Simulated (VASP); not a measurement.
Crystal: LiF.

```
CELL_PARAMETERS angstrom
0.00000 2.04171 2.04171
2.04171 0.00000 2.04171
2.04171 2.04171 0.00000
ATOMIC_POSITIONS crystal
Li 0.00000 0.00000 0.00000
F 0.50000 0.50000 0.50000
```

| Item | Value |
| --- | --- |
| Program | VASP 6.6.1 |
| Task | relaxation of cell and atoms |
| Functional | PBE |
| Dispersion | D3(BJ) |
| Potentials or basis | VASP PAW PBE potentials, release 64 (Li_sv, F) |
| Cutoff | 750 eV |
| k mesh | 8 × 8 × 8 |
| Occupations | gaussian, width 0.1 eV |
| Spin | no spin polarisation |

At the start: pressure -4.7 GPa; volume 8.51 Å³/atom.

**Question.** How do energy, volume and symmetry change on relaxing?

**Answer.** Over 3 steps the energy falls by 8.9 meV/atom and the volume is 7.97 Å³/atom (-6.4 %); space group Fm-3m (No. 225, to 0.05 Å).

The path:
```tsv
step	energy change (eV)	largest force (eV/Å)	pressure (GPa)	volume (Å³)
1	0.0000	0.0000	-4.74	17.02
2	-0.0138	0.0000	-2.39	16.41
3	-0.0178	0.0000	-0.23	15.93
```

Final structure:
```
Li F
1.0
     0.00000    1.99712    1.99712
     1.99712    0.00000    1.99712
     1.99712    1.99712    0.00000
Li F
1 1
Direct
  0.00000 0.00000 0.00000
  0.50000 0.50000 0.50000
```
